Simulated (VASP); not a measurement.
# MgS in VASP: further runs

MgS is run at these levels: PBE; tasks: single point.

All numbers are computed with VASP 6.6.1; they aren't measurements. Logs are shortened: lines on timing, memory, paths and dates and some standing lists are left out, and cuts for length are marked.

### 1 The cell of the first run

It takes space group I4/mmm (No. 139, tetragonal). Conventional cell: a = 3.717 Å, b = 3.717 Å, c = 5.174 Å, α = 90.00°, β = 90.00°, γ = 90.00°. Mg (site symmetry 4/mmm) has 6 S at 2.59 to 2.63 Å within 3.4 Å. S (site symmetry 4/mmm) has 6 Mg at 2.59 to 2.63 Å within 3.4 Å.

### 2 Single point, PBE (epitaxial xy strain +1.0%)

File INCAR:

```
SYSTEM = MgS
PREC = Accurate
ENCUT = 520
EDIFF = 1E-6
ISMEAR = -1
SIGMA = 0.02
LREAL = .False.
LASPH = .True.
NELM = 100
ALGO = Normal
ISIF = 2
LWAVE = .False.
LCHARG = .False.
GGA = PE
NBANDS = 11
```

File KPOINTS:

```
regular mesh
0
Gamma
  8 8 8
  0 0 0
```

File POSCAR:

```
MgS
1.0
    0.0000000000      2.6280532208      2.5868243383
    2.6280532208      0.0000000000      2.5868243383
    2.6280532208      2.6280532208      0.0000000000
Mg S
1 1
Direct
    0.0000000000      0.0000000000      0.0000000000
    0.5000000000      0.5000000000      0.5000000000
```

Potentials or basis: VASP PAW PBE potentials, release 64 (Mg, S).

Run with:

```console
> cat potpaw_PBE.64/Mg/POTCAR potpaw_PBE.64/S/POTCAR > POTCAR
> mpirun -np 1 vasp_std > vasp.out
```

OUTCAR:

```text
SYSTEM = MgS
   PREC = Accurate
   ENCUT = 520
   EDIFF = 1E-6
   ISMEAR = -1
   LREAL = .False.
   LASPH = .True.
   NELM = 100
   ISIF = 2
   GGA = PE

 ion  position               nearest neighbor table
   1  0.000  0.000  0.000-   2 2.59   2 2.59   2 2.63   2 2.63   2 2.63   2 2.63
   2  0.500  0.500  0.500-   1 2.59   1 2.59   1 2.63   1 2.63   1 2.63   1 2.63

  LATTYP: Found a body centered tetragonal cell.
 ALAT       =     3.7166285075
 C/A-ratio  =     1.3920273888

  Lattice vectors:

 A1 = (   0.0000000000,  -2.6280532208,  -2.5868243383)
 A2 = (   0.0000000000,   2.6280532208,  -2.5868243383)
 A3 = (   2.6280532208,   0.0000000000,   2.5868243383)

Analysis of symmetry for initial positions (statically):
=====================================================================
 Subroutine PRICEL returns:
 Original cell was already a primitive cell.

 Routine SETGRP: Setting up the symmetry group for a
 body centered tetragonal supercell.

 Subroutine GETGRP returns: Found 16 space group operations
 (whereof 16 operations were pure point group operations)
 out of a pool of 16 trial point group operations.

The static configuration has the point symmetry D_4h.

Analysis of symmetry for dynamics (positions and initial velocities):
=====================================================================
 Subroutine PRICEL returns:
 Original cell was already a primitive cell.

 Routine SETGRP: Setting up the symmetry group for a
 body centered tetragonal supercell.

 Subroutine GETGRP returns: Found 16 space group operations
 (whereof 16 operations were pure point group operations)
 out of a pool of 16 trial point group operations.

The dynamic configuration has the point symmetry D_4h.

 Subroutine INISYM returns: Found 16 space group operations
 (whereof 16 operations are pure point group operations),
 and found     1 'primitive' translations

----------------------------------------------------------------------------------------

                                     Primitive cell

  volume of cell :      35.7327

  direct lattice vectors                    reciprocal lattice vectors
     0.000000000  2.628053221  2.586824338    -0.190254899  0.190254899  0.193287187
     2.628053221  0.000000000  2.586824338     0.190254899 -0.190254899  0.193287187
     2.628053221  2.628053221  0.000000000     0.190254899  0.190254899 -0.193287187

  length of vectors
[... 83 lines left out ...]
   LREAL  =      F    real-space projection
   EDIFFG = 0.1E-04   stopping-criterion for IOM
   NSW    =      0    number of steps for IOM
   IBRION =     -1    ionic relax: 0-MD 1-quasi-New 2-CG
   NFREE  =      0    steps in history (QN), initial steepest desc. (CG)
   ISIF   =      2    stress and relaxation
   ISYM   =      2    0-nonsym 1-usesym 2-fastsym
   POTIM  = 0.5000    time-step for ionic-motion
   TEBEG  =    0.0;   TEEND  =   0.0 temperature during run
   PSTRESS=    0.0 pullay stress
   NELECT =       8.0000    total number of electrons
   NUPDOWN=      -1.0000    fix difference up-down
   EMIN   =  10.00;   EMAX   =-10.00  energy-range for DOS
   EFERMI =   0.00;   METHOD = LEGACY
   ISMEAR =    -1;   SIGMA  =   0.02  broadening in eV -4-tet -1-fermi 0-gaus
   EFERMI_NEDOS =   21; number of points for ismear=-14 and -15
   IALGO  =     38    algorithm
   IMIX   =      4    mixing-type and parameters
     AMIX     =   0.40;   BMIX     =  1.00
     AMIX_MAG =   1.60;   BMIX_MAG =  1.00
  volume/ion in A,a.u.               =      17.87       120.57
  Fermi-wavevector in a.u.,A,eV,Ry     =   0.994069  1.878518 13.444905  0.988173
  Thomas-Fermi vector in A             =   2.125994
   LORBIT       =      0    0 simple, 1 ext, 2 COOP (PROOUT), +10 PAW based schemes
   GGA     = PE    functional components
   LHFCALC =     F    Hartree Fock is set to
   AEXX    =    0.0000 exact exchange contribution
   IVDW    =     0    specifies the selected vdW correction
   LEPSILON=     F    determine dielectric tensor
   LRPA    =     F    only Hartree local field effects (RPA)
 non-spin polarized calculation
  energy-cutoff  :      520.00
  volume of cell :       35.73
 maximum number of plane-waves:       982
   NGX = 13   NGY = 13   NGZ = 13

 number of electron       8.0000000 magnetization

 Free energy of the ion-electron system (eV)
  ---------------------------------------------------
  ext. energy  EPLUGINS =         0.00000000
  ---------------------------------------------------
  free energy    TOTEN  =        -8.50113762 eV

  energy without entropy =       -8.50113762  energy(sigma->0) =       -8.50113762

 E-fermi :   3.9966     XC(G=0):  -9.6283

 val. band max:        3.6200500692   @ k =   0.0000   0.0000   0.0000
 cond. band min:       6.2906327114   @ k =   0.5000   0.5000   0.0000
 fundamental gap:      2.6705826422
 Fermi energy:         3.9966280753

 k-point     1 :       0.0000    0.0000    0.0000
  band No.  band energies     occupation
      1      -8.9890      2.00000
      2       3.5491      2.00000
      3       3.6200      2.00000
      4       3.6201      2.00000
      5       7.1937      0.00000
      6      11.5076      0.00000
      7      11.5076      0.00000
      8      11.6696      0.00000
      9      13.8226      0.00000
     10      14.0352      0.00000
     11      16.1028      0.00000
[... 309 lines left out ...]
 k-point    24 :       0.3750    0.0000    0.1250
  band No.  band energies     occupation
      1      -8.0230      2.00000
      2      -0.0889      2.00000
      3       2.6965      2.00000
      4       2.8361      2.00000
      5       8.8544      0.00000
      6      10.1439      0.00000
      7      11.6757      0.00000
      8      11.8715      0.00000
      9      14.8993      0.00000
     10      16.3385      0.00000
     11      16.4701      0.00000

 [... further k-points ...]
[... 5 lines left out ...]
  --------------------------------------------------------------------------------------
  -------------------------------------------------------------------------------------
  Total       -0.1617856     -0.1617856      0.1883584      0.0000000      0.0000000      0.0000000
  in kB       -7.2541268     -7.2541268      8.4455986      0.0000000      0.0000000      0.0000000
  external PRESSURE =      -2.0208850 kB  Pullay stress =       0.0000000 kB

 VOLUME and BASIS-vectors are now :
 -----------------------------------------------------------------------------
  energy-cutoff  :      520.00
  volume of cell :       35.73
      direct lattice vectors                 reciprocal lattice vectors
     0.000000000  2.628053221  2.586824338    -0.190254899  0.190254899  0.193287187
     2.628053221  0.000000000  2.586824338     0.190254899 -0.190254899  0.193287187
     2.628053221  2.628053221  0.000000000     0.190254899  0.190254899 -0.193287187

 POSITION                                       TOTAL-FORCE (eV/Angst)
 -----------------------------------------------------------------------------------
      0.00000      0.00000      0.00000        -0.000000      0.000000      0.000000
      2.62805      2.62805      2.58682         0.000000     -0.000000     -0.000000
 -----------------------------------------------------------------------------------
    total drift:                                0.000000      0.000000      0.000000

  FREE ENERGIE OF THE ION-ELECTRON SYSTEM (eV)
  ---------------------------------------------------
  free  energy   TOTEN  =        -8.5011376229 eV

  energy  without entropy=       -8.5011376228  energy(sigma->0) =       -8.50113762
```

OSZICAR:

```text
N       E                     dE             d eps       ncg     rms          rms(c)
DAV:   1     0.222800644521E+02    0.22280E+02   -0.35365E+03  1370   0.592E+02
DAV:   2    -0.747904115025E+01   -0.29759E+02   -0.28068E+02  1657   0.999E+01
DAV:   3    -0.890362903000E+01   -0.14246E+01   -0.14216E+01  1612   0.231E+01
DAV:   4    -0.891300140314E+01   -0.93724E-02   -0.93715E-02  1521   0.226E+00
DAV:   5    -0.891308665782E+01   -0.85255E-04   -0.85253E-04  1652   0.215E-01    0.435E+00
DAV:   6    -0.854174834949E+01    0.37134E+00   -0.81020E-01  1494   0.352E+00    0.340E+00
DAV:   7    -0.850146808758E+01    0.40280E-01   -0.21996E-01  1589   0.202E+00    0.226E+00
DAV:   8    -0.850146210344E+01    0.59841E-05   -0.15550E-02  1430   0.753E-01    0.101E+00
DAV:   9    -0.850112749268E+01    0.33461E-03   -0.88988E-04  1532   0.170E-01    0.361E-01
DAV:  10    -0.850114152864E+01   -0.14036E-04   -0.26618E-04  1524   0.744E-02    0.466E-02
DAV:  11    -0.850113774385E+01    0.37848E-05   -0.22384E-05  1556   0.208E-02    0.216E-02
DAV:  12    -0.850113762286E+01    0.12099E-06   -0.81926E-07  1044   0.559E-03
   1 F= -.85011376E+01 E0= -.85011376E+01  d E =-.219042E-10
```

Run time: 19 s. Hardware: 1 thread of Intel Xeon Platinum 8375C at 2.90GHz (Ice Lake), shared host; peak memory 0.16 GiB.

Results:

```yaml
Free_energy: -8.5011 eV
Pressure: -0.2 GPa
Band_gap_on_the_k_mesh: 2.67 eV (least direct gap 3.57 eV)
```

Stress tensor (GPa, compression positive):
```
-0.73  0.00  0.00
 0.00 -0.73  0.00
 0.00  0.00  0.84
```

Caveat: the cell differs from its parent crystal (epitaxial xy strain +1.0%). A k mesh can miss the band edges.

### 3 Single point, PBE (shear xy strain +2.6%)

File INCAR:

```
  PREC = Accurate
  ENCUT = 520
  EDIFF = 1E-6
  ISMEAR = -1
  SIGMA = 0.02
  LREAL = False
  LASPH = True
  NELM = 100
  ALGO = Normal
  ISIF = 2
  LWAVE = False
  LCHARG = False
  GGA = PE
  NBANDS = 11
```

File KPOINTS:

```
regular mesh
0
Gamma
  8 8 8
```

File POSCAR:

```
MgS
1.0
    0.0340798824      2.6015177399      2.6015177399
    2.6015177399      0.0340798824      2.6015177399
    2.6355976223      2.6355976223      0.0000000000
Mg S
1 1
Direct
    0.0000000000      0.0000000000      0.0000000000
    0.5000000000      0.5000000000      0.5000000000
```

Potentials or basis: VASP PAW PBE potentials, release 64 (Mg, S).

Run with:

```console
> cat potpaw_PBE.64/Mg/POTCAR potpaw_PBE.64/S/POTCAR > POTCAR
> mpirun -np 1 vasp_std > vasp.out
```

It took 27 s on 1 thread of Intel Xeon Platinum 8375C at 2.90GHz (Ice Lake), shared host; peak memory 0.18 GiB.

The run converged. Its results:

```yaml
Free_energy: -8.4977 eV
Pressure: 0.9 GPa
Band_gap_on_the_k_mesh: 2.63 eV (least direct gap 3.58 eV)
```

Stress tensor (GPa, compression positive):
```
 0.91 -1.44  0.00
-1.44  0.91  0.00
 0.00  0.00  0.85
```

Levels at points of the mesh, in eV from the valence-band top:
| k point | band 1 | band 2 | band 3 | band 4 | band 5 | band 6 | band 7 | band 8 |
| --- | --- | --- | --- | --- | --- | --- | --- | --- |
| (0.00, 0.00, 0.00) | -12.79 | -0.24 | -0.12 | 0.00 | 3.58 | 7.62 | 7.85 | 8.06 |
| (0.50, 0.00, 0.00) | -11.45 | -4.91 | -0.82 | -0.72 | 4.33 | 6.61 | 6.77 | 9.96 |
| (0.50, 0.50, 0.00) | -11.11 | -4.32 | -1.97 | -1.64 | 2.63 | 4.30 | 11.88 | 12.71 |
| (0.00, 0.00, 0.50) | -11.52 | -4.99 | -0.70 | -0.60 | 4.51 | 6.81 | 6.98 | 10.01 |
| (0.50, 0.00, 0.50) | -11.11 | -4.31 | -1.80 | -1.80 | 2.66 | 4.27 | 11.82 | 12.68 |

Caveat: the cell differs from its parent crystal (shear xy strain +2.6%).
